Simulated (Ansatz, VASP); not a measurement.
## One calculation of ZnSe7, two programs

```
Zn Se
1.0
     5.59233    0.00000    0.00000
     0.00000    5.59233    0.00000
     0.00000    0.00000    5.59233
Zn Se
1 7
Direct
  0.50000 0.50000 0.50000
  0.00000 0.50000 0.50000
  0.50000 0.00000 0.50000
  0.50000 0.50000 0.00000
  0.00000 0.00000 0.00000
  0.50000 0.00000 0.00000
  0.00000 0.50000 0.00000
  0.00000 0.00000 0.50000
```

Alike in both runs: functional PBE; k mesh 6 × 6 × 6; occupations gaussian, width 0.1 eV; no spin polarisation.

Ansatz relaxed the structure, and its values are those at the end. VASP's run is a single point on that final structure, the one shown.

```csv
,VASP,Ansatz
version,VASP 6.6.1,Ansatz 0.2.0
potentials or method,"VASP PAW PBE potentials, release 64 (Zn, Se), cutoff 520 eV","scalar-relativistic, plane waves, PAW"
valence electrons in the cell,54,124
```

```tsv
	VASP	Ansatz	Ansatz less VASP
gap on the k mesh at the Fermi level (eV)	none	none	-
pressure (GPa)	0.0	0.0	-0.05
```

A gap of «none» marks a metal or a gap that the smearing closes. VASP's potentials hold 54 valence electrons a cell and Ansatz's 124, so a difference there can come from the potentials and not from the codes.
